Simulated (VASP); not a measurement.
Runs of VASP 6.6.1 on InO. The structure is that of space group P-6m2 (No. 187), or close to it. The cells are those of the table. 

```tsv
cell	gap on the mesh (eV)	largest force (eV/Å)
a = 3.164, b = 3.164, c = 18.912 Å, angles 90.0, 90.0, 120.0°, 4 atoms	none	1.17
a = 3.551, b = 3.551, c = 15.019 Å, angles 90.0, 90.0, 120.0°, 4 atoms	(a)	0.96
a = 3.346, b = 3.346, c = 16.919 Å, angles 90.0, 90.0, 120.0°, 4 atoms	none	0.68
a = 3.646, b = 3.646, c = 14.247 Å, angles 90.0, 90.0, 120.0°, 4 atoms	0.21	2.18
a = 3.250, b = 3.250, c = 17.929 Å, angles 90.0, 90.0, 120.0°, 4 atoms	none	1.10
```

Alike in all rows: task single point; level PBEsol; potentials or basis VASP PAW PBE potentials, release 64 (In_d, O); no spin polarisation; k mesh 12 × 12 × 4; cutoff (eV) 520; smearing gaussian 0.03 eV.

Task: Fill in the values left out.

Result: (a) 0.38.

Caveats: the PAW data sets were made with another functional, which shifts forces and pressure a little; spin-orbit coupling is left out, which moves the levels of the heavy elements.

A k mesh can miss the band edges, and the runs leave out spin-orbit coupling on In.

A gap of «none» marks levels without a gap at the run's occupations.
